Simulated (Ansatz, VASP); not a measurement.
BN: VASP beside Ansatz

```
CELL_PARAMETERS angstrom
4.26630 0.00000 0.00000
0.00000 4.26630 0.00000
0.00000 0.00000 2.76650
ATOMIC_POSITIONS crystal
B 0.17413 0.82587 0.50000
B 0.32587 0.32587 0.00000
B 0.67413 0.67413 0.00000
B 0.82587 0.17413 0.50000
N 0.81239 0.81239 0.50000
N 0.31239 0.68761 0.00000
N 0.68761 0.31239 0.00000
N 0.18761 0.18761 0.50000
```

Alike in both runs: task single point; functional PBEsol; k mesh 6 × 6 × 10; occupations gaussian, width 0.05 eV; no spin polarisation.

|  | VASP | Ansatz |
| --- | --- | --- |
| version | VASP 6.6.1 | Ansatz 0.2.0 |
| potentials or method | VASP PAW PBE potentials, release 64 (B, N), cutoff 520 eV | scalar-relativistic, plane waves, PAW |
| valence electrons in the cell | 32 | 32 |

|  | VASP | Ansatz | Ansatz less VASP |
| --- | --- | --- | --- |
| gap on the k mesh at the Fermi level (eV) | 4.02 | 4.02 | +0.005 |
| least direct gap on the mesh (eV) | 4.02 | 4.02 | +0.005 |
| pressure (GPa) | -6.9 | -7.6 | -0.66 |
| traceless stress, the component that is largest in VASP (GPa) | -58.03 | -57.56 | +0.468 |
| rms of the force components (eV/Å) | 0.520 | 0.496 | -0.0244 |

VASP's potentials were made for PBE, not for PBEsol, and Ansatz warns of the same on its side. Atom by atom the forces differ by 0.028 eV/Å (rms over components). With one functional, cell and mesh, what is left measures potentials, basis and numerics.
